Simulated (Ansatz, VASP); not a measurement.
## Sr: VASP beside Ansatz

The input INCAR:

```
SYSTEM = Sr
PREC     = Accurate       ! precision mode
ENCUT    = 520            ! plane-wave cutoff, eV
EDIFF    = 1E-6           ! SCF threshold, eV
ISMEAR   = 0              ! smearing method
SIGMA    = 0.03           ! smearing width, eV
LREAL    = .False.        ! projectors in reciprocal space
LASPH    = .True.         ! aspherical terms in the spheres
NELM     = 60             ! most SCF steps
ALGO     = Normal         ! electronic algorithm
ISIF     = 2              ! what is computed and relaxed
LWAVE    = .False.        ! write WAVECAR
LCHARG   = .False.        ! write CHGCAR
GGA      = PS             ! functional
NBANDS   = 11             ! bands
```

Contents of KPOINTS:

```
regular mesh
0
Gamma
  6 6 8
  0 0 0
```

File POSCAR:

```
Sr
1.0
   10.3397556698      0.0000000000      0.0000000000
   -5.1698778349      8.9544910790      0.0000000000
    0.0000000000      0.0000000000      4.9925107140
Sr
1
Direct
    0.0000000000      0.0000000000      0.0000000000
```

Input for Ansatz:

```yaml
crystal:
  lattice:
    - [10.3397556698, 0.0, 0.0]
    - [-5.1698778349, 8.954491079, 0.0]
    - [0.0, 0.0, 4.992510714]
  atoms:
    - { symbol: Sr, position: [0.0, 0.0, 0.0] }
basis:
  ecutwfc: 420
kpoints:
  mp_grid: { grid: [6, 6, 8] }
hamiltonian:
  xc: pbesol
scf:
  occupations: { method: gaussian, width: 0.03 }
output:
  forces: true
  stress: true
  eigenvalues: true
```

Alike in both runs: task single point; functional PBEsol; k mesh 6 × 6 × 8; occupations gaussian, width 0.03 eV; no spin polarisation.

```csv
,VASP,Ansatz
version,VASP 6.6.1,Ansatz 0.2.0
potentials or method,"VASP PAW PBE potentials, release 64 (Sr_sv), cutoff 520 eV","scalar-relativistic, plane waves, PAW"
valence electrons in the cell,10,10
```

Ansatz gave:

* gap on the k mesh at the Fermi level (eV): 0.58
* least direct gap on the mesh (eV): 0.61
* pressure (GPa): -0.1
* traceless stress, the component that is largest in VASP (GPa): -0.16

Task: Which values does VASP return?

Result: gap on the k mesh at the Fermi level (eV): 0.59; least direct gap on the mesh (eV): 0.62; pressure (GPa): -0.1; traceless stress, the component that is largest in VASP (GPa): -0.16.

VASP's potentials were made for PBE, not for PBEsol. The functional is the same, so the differences come from potentials, cutoffs and numerics.
